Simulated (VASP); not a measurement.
# Mn (I-43m) in VASP: a series of runs, part 2 of 2

VASP 6.6.1. Earlier steps stand in the parts before.

## Step 3: Relaxation of cell and atoms, revPBE, collinear spin, ferrimagnetic start

This run uses another cell than the first one, of 11.75 Å³/atom.

INCAR reads:

```
SYSTEM = Mn
ALGO     = Normal         ! electronic algorithm
EDIFF    = 1E-6           ! SCF threshold, eV
EDIFFG   = -0.02          ! ionic threshold
ENCUT    = 600            ! plane-wave cutoff, eV
GGA      = RE             ! functional
IBRION   = 2              ! ionic algorithm
ISIF     = 3              ! what is computed and relaxed
ISMEAR   = -1             ! smearing method
ISPIN    = 2              ! spin polarisation
LASPH    = .True.         ! aspherical terms in the spheres
LCHARG   = .False.        ! write CHGCAR
LMAXMIX  = 4              ! l up to which the mixer works
LORBIT   = 11             ! projections on sites
LREAL    = Auto         
LUSENCCL = .False.      
LWAVE    = .False.        ! write WAVECAR
MAGMOM   = -2.5 0.6 0.6 -0.6 -0.6 -0.6 -2.5 0.6 0.6 -0.6 -0.6 -0.6 -2.5 0.6 0.6 -0.6 -0.6 -0.6 3 -2.5 0.6 0.6 0.6 0.6 0.6 0.6 -0.6 -0.6 -0.6 ! initial moments
NELM     = 150            ! most SCF steps
NSW      = 80             ! ionic steps
PREC     = Accurate       ! precision mode
SIGMA    = 0.05           ! smearing width, eV
```

KPOINTS reads:

```
k-points
0
Gamma
  3 3 3
  0 0 0
```

POSCAR reads:

```
Mn
1.0
   -4.4000000000      4.4000000000      4.4000000000
    4.4000000000     -4.4000000000      4.4000000000
    4.4000000000      4.4000000000     -4.4000000000
Mn
29
Direct
    0.3660000000      1.0000000000      1.0000000000
    0.6090000000      0.3230000000      0.0000000000
    0.6090000000      0.0000000000      0.3230000000
    0.8110000000      0.6330000000      1.0000000000
    0.8110000000      0.0000000000      0.6330000000
    0.8220000000      0.1890000000      0.1890000000
    0.0000000000      0.3660000000      0.0000000000
    0.3230000000      0.6090000000      0.0000000000
    0.0000000000      0.6090000000      0.3230000000
    0.6330000000      0.8110000000      0.0000000000
    1.0000000000      0.8110000000      0.6330000000
    0.1890000000      0.8220000000      0.1890000000
    0.0000000000      0.0000000000      0.3660000000
    0.0000000000      0.3230000000      0.6090000000
    0.3230000000      0.0000000000      0.6090000000
    0.0000000000      0.6330000000      0.8110000000
    0.6330000000      1.0000000000      0.8110000000
    0.1890000000      0.1890000000      0.8220000000
    0.0000000000      0.0000000000      0.0000000000
    0.6340000000      0.6340000000      0.6340000000
    0.3910000000      0.3910000000      0.7140000000
    0.7140000000      0.3910000000      0.3910000000
    0.3910000000      0.7140000000      0.3910000000
    0.6770000000      0.6770000000      0.2860000000
    0.2860000000      0.6770000000      0.6770000000
    0.6770000000      0.2860000000      0.6770000000
    0.3670000000      0.3670000000      0.1780000000
    0.1780000000      0.3670000000      0.3670000000
    0.3670000000      0.1780000000      0.3670000000
```

Potentials or basis: VASP PAW PBE potentials, release 64 (Mn_pv).

Launch:

```sh
$ cat potpaw_PBE.64/Mn_pv/POTCAR > POTCAR
$ mpirun -np 1 vasp_std > vasp.out
```

OUTCAR:

```text
SYSTEM = Mn
   EDIFF = 1E-6
   EDIFFG = -0.02
   ENCUT = 600
   GGA = RE
   IBRION = 2
   ISIF = 3
   ISMEAR = -1
   ISPIN = 2
   LASPH = .True.
   LORBIT = 11
   LREAL = Auto
   NELM = 150
   NSW = 80
   PREC = Accurate

 ion  position               nearest neighbor table
   1  0.366  0.000  0.000-   2 2.54   3 2.54  25 2.54  18 2.67  16 2.67  11 2.67  12 2.67  27 2.67
                            29 2.67  19 2.79  17 2.86  10 2.86   6 2.86   8 2.89  15 2.89  22 2.89
   2  0.609  0.323  0.000-   4 2.35  17 2.51   6 2.51   1 2.54  21 2.59  24 2.59  15 2.63  22 2.63
                             9 2.63  26 2.63  18 2.67  27 2.67   7 2.89
   3  0.609  0.000  0.323-   5 2.35   6 2.51  10 2.51   1 2.54  23 2.59  26 2.59  22 2.63   8 2.63
                            24 2.63  14 2.63  12 2.67  29 2.67  13 2.89
   4  0.811  0.633  0.000-  10 2.22   2 2.35  12 2.35  16 2.35   9 2.51  26 2.51  20 2.67  13 2.67
                            24 2.67  21 2.67  19 2.69   7 2.86
   5  0.811  0.000  0.633-  17 2.22   3 2.35  11 2.35  18 2.35  14 2.51  24 2.51  20 2.67   7 2.67
                            23 2.67  26 2.67  19 2.69  13 2.86
   6  0.822  0.189  0.189-  28 2.22  22 2.35  10 2.35  17 2.35   2 2.51   3 2.51  13 2.67   7 2.67
                            14 2.67   9 2.67  19 2.69   1 2.86
   7  0.000  0.366  0.000-   8 2.54   9 2.54  26 2.54  18 2.67  17 2.67   5 2.67   6 2.67  27 2.67
                            28 2.67  19 2.79   4 2.86  12 2.86  16 2.86   2 2.89  14 2.89  23 2.89
   8  0.323  0.609  0.000-  10 2.35  16 2.51  12 2.51   7 2.54  21 2.59  24 2.59  14 2.63  23 2.63
                             3 2.63  25 2.63  18 2.67  27 2.67   1 2.89
   9  0.000  0.609  0.323-  11 2.35   4 2.51  12 2.51   7 2.54  22 2.59  25 2.59   2 2.63  23 2.63
[... 27 lines left out ...]
  23  0.391  0.714  0.391-  12 2.35  27 2.51  28 2.51  20 2.54  15 2.59   3 2.59   9 2.63   8 2.63
                            24 2.63  25 2.63  17 2.67   5 2.67   7 2.89
  24  0.677  0.677  0.286-  27 2.35  11 2.51   5 2.51  13 2.54   8 2.59   2 2.59   9 2.63   3 2.63
                            23 2.63  22 2.63  10 2.67   4 2.67  20 2.89
  25  0.286  0.677  0.677-  28 2.35  17 2.51  10 2.51   1 2.54  14 2.59   9 2.59   8 2.63  21 2.63
                            15 2.63  23 2.63  16 2.67  11 2.67  20 2.89
  26  0.677  0.286  0.677-  29 2.35  16 2.51   4 2.51   7 2.54  15 2.59   3 2.59  14 2.63  21 2.63
                             2 2.63  22 2.63  17 2.67   5 2.67  20 2.89
  27  0.367  0.367  0.178-  18 2.22  24 2.35  28 2.35  29 2.35  23 2.51  22 2.51   1 2.67   7 2.67
                             2 2.67   8 2.67  19 2.69  20 2.86
  28  0.178  0.367  0.367-   6 2.22  25 2.35  27 2.35  29 2.35  23 2.51  21 2.51  13 2.67   7 2.67
                            14 2.67   9 2.67  19 2.69  20 2.86
  29  0.367  0.178  0.367-  12 2.22  26 2.35  27 2.35  28 2.35  22 2.51  21 2.51  13 2.67   1 2.67
                            15 2.67   3 2.67  19 2.69  20 2.86

  LATTYP: Found a body centered cubic cell.
 ALAT       =     8.8000000000

  Lattice vectors:

 A1 = (  -4.4000000000,   4.4000000000,   4.4000000000)
 A2 = (   4.4000000000,  -4.4000000000,   4.4000000000)
 A3 = (   4.4000000000,   4.4000000000,  -4.4000000000)

Analysis of symmetry for initial positions (statically):
=====================================================================
 Subroutine PRICEL returns:
 Original cell was already a primitive cell.

 Routine SETGRP: Setting up the symmetry group for a
 body centered cubic supercell.

 Subroutine GETGRP returns: Found 24 space group operations
 (whereof 24 operations were pure point group operations)
 out of a pool of 48 trial point group operations.

The static configuration has the point symmetry T_d .

Analysis of symmetry for dynamics (positions and initial velocities):
=====================================================================
 Subroutine PRICEL returns:
 Original cell was already a primitive cell.

 Routine SETGRP: Setting up the symmetry group for a
[... 385 lines left out ...]
  FREE ENERGIE OF THE ION-ELECTRON SYSTEM (eV)
  ---------------------------------------------------
  free  energy   TOTEN  =      -249.4802017250 eV

  energy  without entropy=     -249.2223939738  energy(sigma->0) =     -249.35129785

[... ionic steps 4 to 9 ...]

--------------------------------------- Ionic step       10  -------------------------------------------

 number of electron     376.9999994 magnetization      -1.5883717

------------------------ aborting loop because EDIFF is reached ----------------------------------------
[... 58 lines left out ...]
--------------------------------------- Ionic step       11  -------------------------------------------

 number of electron     376.9999988 magnetization      -1.5915922

 E-fermi :  10.0013     XC(G=0): -13.5998

 val. band max:        9.9913079195   @ k =   0.3333   0.3333   0.0000
 cond. band min:      10.0134662823   @ k =   0.3333   0.0000   0.0000
 fundamental gap:      0.0221583628
 Fermi energy:        10.0012661410

 spin component 1

 k-point     1 :       0.0000    0.0000    0.0000
  band No.  band energies     occupation
      1     -39.6966      1.00000
      2     -39.6966      1.00000
      3     -39.6966      1.00000
      4     -38.6210      1.00000
      5     -38.6210      1.00000
      6     -38.6157      1.00000
[... 1616 lines left out ...]
    199      10.5167      0.00003
    200      10.5501      0.00002
 [bands above 200 left out]

------------------------ aborting loop because EDIFF is reached ----------------------------------------

  FORCE on cell =-STRESS in cart. coord.  units (eV):
  Direction    XX          YY          ZZ          XY          YZ          ZX
  --------------------------------------------------------------------------------------
  -------------------------------------------------------------------------------------
  Total        0.2256215      0.2256215      0.2256215      0.0000000     -0.0000000      0.0000000
  in kB        1.1035502      1.1035502      1.1035502      0.0000000     -0.0000000      0.0000000
  external PRESSURE =       1.1035502 kB  Pullay stress =       0.0000000 kB
[... 50 lines left out ...]
--------------------------------------- Ionic step       12  -------------------------------------------

 number of electron     376.9999985 magnetization      -1.5790000

 Free energy of the ion-electron system (eV)
  ---------------------------------------------------
  ext. energy  EPLUGINS =         0.00000000
  ---------------------------------------------------
  free energy    TOTEN  =      -249.56707479 eV

  energy without entropy =     -249.29605985  energy(sigma->0) =     -249.43156732

 E-fermi :   9.9943     XC(G=0): -13.5961

 val. band max:        9.9857647661   @ k =   0.3333   0.3333   0.0000
 cond. band min:      10.0088494975   @ k =   0.3333   0.0000   0.0000
 fundamental gap:      0.0230847314
 Fermi energy:         9.9943295791

 spin component 1

 k-point     1 :       0.0000    0.0000    0.0000
  band No.  band energies     occupation
      1     -39.7057      1.00000
      2     -39.7057      1.00000
      3     -39.7057      1.00000
      4     -38.6297      1.00000
      5     -38.6297      1.00000
      6     -38.6242      1.00000
[... 1616 lines left out ...]
    199      10.5082      0.00003
    200      10.5433      0.00002
 [bands above 200 left out]

------------------------ aborting loop because EDIFF is reached ----------------------------------------

  FORCE on cell =-STRESS in cart. coord.  units (eV):
  Direction    XX          YY          ZZ          XY          YZ          ZX
  --------------------------------------------------------------------------------------
  -------------------------------------------------------------------------------------
  Total       -0.0092960     -0.0092960     -0.0092960      0.0000000      0.0000000     -0.0000000
  in kB       -0.0454409     -0.0454409     -0.0454409      0.0000000      0.0000000     -0.0000000
  external PRESSURE =      -0.0454409 kB  Pullay stress =       0.0000000 kB
[... 44 lines left out ...]
  FREE ENERGIE OF THE ION-ELECTRON SYSTEM (eV)
  ---------------------------------------------------
  free  energy   TOTEN  =      -249.5670747906 eV

  energy  without entropy=     -249.2960598515  energy(sigma->0) =     -249.43156732

 reached required accuracy - stopping structural energy minimisation

 total charge

# of ion       s       p       d       tot
------------------------------------------
    1        0.361   6.330   4.993  11.683
    2        0.408   6.380   5.115  11.904
    3        0.408   6.380   5.115  11.904
    4        0.439   6.413   5.179  12.030
    5        0.439   6.413   5.179  12.030
    6        0.439   6.413   5.179  12.030
[... 21 lines left out ...]
   28        0.439   6.413   5.179  12.030
   29        0.439   6.413   5.179  12.030
--------------------------------------------------
tot         11.958 185.155 148.432 345.546

 magnetization (x)

# of ion       s       p       d       tot
------------------------------------------
    1       -0.022  -0.030  -2.517  -2.569
    2        0.006   0.008   0.668   0.682
    3        0.006   0.008   0.668   0.682
    4       -0.002   0.002  -0.221  -0.221
    5       -0.002   0.002  -0.221  -0.221
    6       -0.002   0.002  -0.221  -0.221
[... 21 lines left out ...]
   28       -0.002   0.002  -0.221  -0.221
   29       -0.002   0.002  -0.221  -0.221
--------------------------------------------------
tot         -0.009   0.043  -1.661  -1.627
```

Wall time 48 min (1 × NVIDIA H100 80GB with 1 thread of AMD EPYC 7R13 (Zen 3), shared host); peak memory 1.9 GiB.

What came out:

```
Free energy                                           : -249.5671 eV
Relaxed volume                                        : 11.30 Å³/atom
Relaxed cell                                          : a = 7.523 Å, b = 7.523 Å, c = 7.523 Å, α = 109.47°, β = 109.47°, γ = 109.47°
Space group after relaxing (to 0.1 Å)                 : I-43m (No. 217)
Energy gained by relaxing                             : 18.5 meV/atom
Ionic steps                                           : 12
Pressure after relaxing                               : 0.0 GPa
Largest force after relaxing                          : 0.005 eV/Å
Net moment                                            : -1.58 μB per cell
Site moments                                          : Mn -2.57, +0.68, -0.22, +3.12 (each value once) μB
Valence electrons inside the program's atomic spheres : Mn 11.68, 11.90, 12.03, 11.60 (each value once)
```

Forces in eV/Å, atoms in the order of the input:
```
Mn   0.002 -0.002 -0.002
Mn   0.002 -0.002  0.001
Mn   0.002  0.001 -0.002
Mn  -0.003  0.003 -0.002
Mn  -0.003 -0.002  0.003
Mn   0.002 -0.003 -0.003
Mn  -0.002  0.002 -0.002
Mn  -0.002  0.002  0.001
Mn   0.001  0.002 -0.002
Mn   0.003 -0.003 -0.002
Mn  -0.002 -0.003  0.003
Mn  -0.003  0.002 -0.003
Mn  -0.002 -0.002  0.002
Mn   0.001 -0.002  0.002
Mn  -0.002  0.001  0.002
Mn  -0.002  0.003 -0.003
Mn   0.003 -0.002 -0.003
Mn  -0.003 -0.003  0.002
Mn   0.000  0.000  0.000
Mn   0.002  0.002  0.002
Mn   0.002  0.002 -0.001
Mn  -0.001  0.002  0.002
Mn   0.002 -0.001  0.002
Mn  -0.002 -0.002 -0.001
Mn  -0.001 -0.002 -0.002
Mn  -0.002 -0.001 -0.002
Mn   0.003  0.003  0.002
Mn   0.002  0.003  0.003
Mn   0.003  0.002  0.003
```

The path:
| step | energy change (eV) | largest force (eV/Å) | pressure (GPa) | volume (Å³) |
| --- | --- | --- | --- | --- |
| 1 | 0.0000 | 0.6778 | -6.79 | 340.74 |
| 2 | -0.2786 | 0.1760 | 7.13 | 316.77 |
| 3 | -0.4502 | 0.4000 | 1.06 | 325.33 |
| 4 | -0.5209 | 0.1113 | 0.36 | 326.79 |
| 5 | -0.5277 | 0.1337 | 0.12 | 327.40 |
| 6 | -0.5333 | 0.0977 | -0.15 | 327.87 |
| 7 | -0.5346 | 0.0761 | -0.30 | 328.14 |
| 8 | -0.5339 | 0.0572 | -0.54 | 328.67 |
| 9 | -0.5349 | 0.0643 | -0.36 | 328.30 |
| 10 | -0.5361 | 0.0205 | 0.37 | 327.19 |
| 11 | -0.5365 | 0.0285 | 0.11 | 327.57 |
| 12 | -0.5371 | 0.0046 | 0.00 | 327.76 |

Final structure:
```xyz
29
Lattice="-4.3434 4.3434 4.3434 4.3434 -4.3434 4.3434 4.3434 4.3434 -4.3434" Properties=species:S:1:pos:R:3 pbc="T T T"
Mn   -1.5807    1.5807    1.5807
Mn    3.0903    5.5966   -0.2866
Mn    3.0903   -0.2866    5.5966
Mn   -0.7736    0.7736    6.2196
Mn   -0.7736    6.2196    0.7736
Mn   -1.8762    3.5699    3.5699
Mn    5.9241    2.7627   -2.7627
Mn    1.2531   -1.2531    4.0568
Mn    4.0568   -1.2531    1.2531
Mn    5.1170    3.5699    1.8762
Mn    6.2196   -0.7736    0.7736
Mn    3.5699   -1.8762    3.5699
Mn   -2.7627    5.9241    2.7627
Mn    4.0568    1.2531   -1.2531
Mn    1.2531    4.0568   -1.2531
Mn    6.2196    0.7736   -0.7736
Mn    5.1170    1.8762    3.5699
Mn    3.5699    3.5699   -1.8762
Mn    0.0000    0.0000    0.0000
Mn    2.7627    2.7627    2.7627
Mn    3.0903    3.0903    0.2866
Mn    0.2866    3.0903    3.0903
Mn    3.0903    0.2866    3.0903
Mn    1.2531    1.2531    4.6300
Mn    4.6300    1.2531    1.2531
Mn    1.2531    4.6300    1.2531
Mn    0.7736    0.7736    2.4672
Mn    2.4672    0.7736    0.7736
Mn    0.7736    2.4672    0.7736
```

Caveat: the PAW data sets were made with another functional, which shifts forces and pressure a little.
